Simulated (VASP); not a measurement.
Runs of VASP 6.6.1 on Al2O3. The structure is that of space group R-3c (No. 167), or close to it. The cells are those of the table. 

```csv
cell,gap on the mesh (eV),pressure (GPa),largest force (eV/Å)
"a = 4.793 Å, angles 57.6°, 10 atoms",7.52,56.6,0.63
"a = 4.846 Å, angles 58.8°, 10 atoms",6.46,32.0,0.89
"a = 5.045 Å, angles 51.9°, 10 atoms",7.82,59.5,0.95
"a = 4.938 Å, angles 54.2°, 10 atoms",8.13,58.0,0.42
"a = 4.940 Å, angles 56.4°, 10 atoms",7.05,32.4,(a)
"a = 4.839 Å, angles 56.4°, 10 atoms",7.84,57.0,0.25
"a = 4.748 Å, angles 58.8°, 10 atoms",7.18,56.4,1.04
"a = 4.888 Å, angles 55.3°, 10 atoms",8.12,57.5,0.22
"a = 5.041 Å, angles 54.2°, 10 atoms",(c),33.3,0.31
"a = 5.150 Å, angles 51.9°, 10 atoms",6.97,34.6,0.72
"a = 4.991 Å, angles 53.0°, 10 atoms",8.01,(b),0.70
```

Alike in all rows: task single point; level PBE; potentials or basis VASP PAW PBE potentials, release 64 (Al, O); no spin polarisation; k mesh 6 × 6 × 6; cutoff (eV) 520; smearing gaussian 0.05 eV.

Q: Estimate the missing entries.

A: (a) 0.23; (b) 58.7; (c) 7.29.

Caveats: forces of over 1 eV/Å act on the atoms, so gaps and moduli don't describe the material at rest (some runs).

A k mesh can miss the band edges.
